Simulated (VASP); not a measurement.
A run of VASP 6.6.1:

The input INCAR:

```
PREC = Accurate ; ENCUT = 600
EDIFF = 1E-6 ; ISMEAR = -1
SIGMA = 0.15 ; LREAL = False
LASPH = True ; NELM = 80
ALGO = Normal ; ISIF = 3
LWAVE = False ; LCHARG = False
GGA = PS ; IBRION = 2
NSW = 80 ; EDIFFG = -0.001
```

The input KPOINTS:

```
Automatic mesh
0
Gamma
  12 12 12
```

The input POSCAR:

```
InSb
1.0
    0.0000000000      3.2599290597      3.2599290597
    3.2599290597      0.0000000000      3.2599290597
    3.2599290597      3.2599290597      0.0000000000
In Sb
1 1
Direct
    0.0000000000      0.0000000000      0.0000000000
    0.7500000000      0.7500000000      0.7500000000
```

Potentials or basis: VASP PAW PBE potentials, release 64 (In_d, Sb).

Launch:

```bash
$ cat potpaw_PBE.64/In_d/POTCAR potpaw_PBE.64/Sb/POTCAR > POTCAR
$ mpirun -np 1 vasp_std > vasp.out
```

Hardware: 1 thread of AMD EPYC 7R43 64-Core Processor (Zen 3), with other jobs on the host.

**Question.** Estimate the wall time of this run.

**Answer.** Wall time 110 s on 1 thread of AMD EPYC 7R43 64-Core Processor (Zen 3), with other jobs on the host, peak memory 0.26 GiB. Counts: scf iterations 18, k points 72, ion steps 2.
